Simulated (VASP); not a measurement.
# MgO: single point with PBEsol

**The experiment to reproduce.**

From “Electronic structure of alkaline earth and post-transition metal oxides”, 2009, arxiv:0908.1581, for a bulk crystal of MgO: band gap 7.83 eV.

The system is MgO.

```xyz
2
Lattice="0.0000 2.1022 2.1022 2.1022 0.0000 2.1022 2.1022 2.1022 0.0000" Properties=species:S:1:pos:R:3 pbc="T T T"
Mg    0.0000    0.0000    0.0000
O     2.1022    2.1022    2.1022
```

```json
{
 "Program": "VASP 6.6.1",
 "Task": "single point",
 "Functional": "PBEsol",
 "Potentials or basis": "VASP PAW PBE potentials, release 64 (Mg, O)",
 "Cutoff": "520 eV",
 "k mesh": "8 × 8 × 8",
 "Occupations": "gaussian, width 0.01 eV",
 "Spin": "no spin polarisation"
}
```

```json
{"Pressure": "0.6 GPa", "Band gap on the k mesh": "4.69 eV"}
```

Levels at points of the mesh, in eV from the valence-band top:
```
           k point  band 1  band 2  band 3  band 4  band 5  band 6  band 7  band 8
(0.00, 0.00, 0.00)  -17.23    0.00    0.00    0.00    4.69   15.66   15.66   15.66
(0.50, 0.00, 0.00)  -15.91   -4.70   -0.67   -0.67    7.78   12.57   16.23   16.23
(0.50, 0.50, 0.00)  -15.64   -4.17   -1.37   -1.37    8.93    9.94   13.03   18.93
```

It took 4.9 s on 1 thread of Intel(R) Xeon(R) Platinum 8375C CPU @ 2.90GHz (Ice Lake), with other jobs on the host, peak memory 0.14 GiB.

A measured gap of MgO is 7.83 eV (quoted in “Electronic structure of alkaline earth and post-transition metal oxides”, 2009, arxiv:0908.1581); the calculated 4.69 eV misses it by -3.14 eV. The value is that of PBEsol, without temperature or zero-point motion. Semilocal functionals fall short of measured gaps as a rule.

Caveat: the PAW data sets were made with another functional, which shifts forces and pressure a little.
